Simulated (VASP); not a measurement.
Runs of VASP 6.6.1 on SnTe. The structure is that of space group Fm-3m (No. 225), or close to it. The cells are those of the table. 

```tsv
level	cell	k mesh	gap on the mesh (eV)	pressure (GPa)
PBE	a = 4.510 Å, angles 60.0°, 2 atoms	8 × 8 × 8	(c)	0.6
PBE	a = 4.625 Å, angles 60.0°, 2 atoms	6 × 6 × 6	0.21	-2.1
PBE	a = 4.536 Å, angles 60.0°, 2 atoms	6 × 6 × 6	0.06	-0.1
PBE	a = 4.581 Å, angles 60.0°, 2 atoms	6 × 6 × 6	0.14	-1.2
r2SCAN	a = 4.510 Å, angles 60.0°, 2 atoms	6 × 6 × 6	0.14	0.0
PBE	a = 4.490 Å, angles 60.0°, 2 atoms	6 × 6 × 6	0.03	1.1
PBE	a = 4.443 Å, angles 60.0°, 2 atoms	6 × 6 × 6	0.12	2.7
r2SCAN	a = 4.510 Å, angles 60.0°, 2 atoms	8 × 8 × 8	0.14	-0.1
r2SCAN	a = 4.418 Å, angles 60.0°, 2 atoms	6 × 6 × 6	0.06	(a)
r2SCAN	a = 4.555 Å, angles 60.0°, 2 atoms	6 × 6 × 6	0.23	-1.2
r2SCAN	a = 4.465 Å, angles 60.0°, 2 atoms	6 × 6 × 6	(d)	(b)
r2SCAN	a = 4.599 Å, angles 60.0°, 2 atoms	6 × 6 × 6	0.31	-2.3
```

Alike in all rows: task single point; potentials or basis VASP PAW PBE potentials, release 64 (Sn_d, Te); no spin polarisation; cutoff (eV) 520; smearing fermi-dirac 0.02 eV.

Problem. Fill in the values left out.

Solution. (a) 3.0; (b) 1.4; (c) 0.01; (d) 0.05.

Caveats: spin-orbit coupling is left out, which moves the levels of the heavy elements; the PAW data sets were made with another functional, which shifts forces and pressure a little (at least some runs).

A k mesh can miss the band edges, and the runs leave out spin-orbit coupling on Sn, Te.
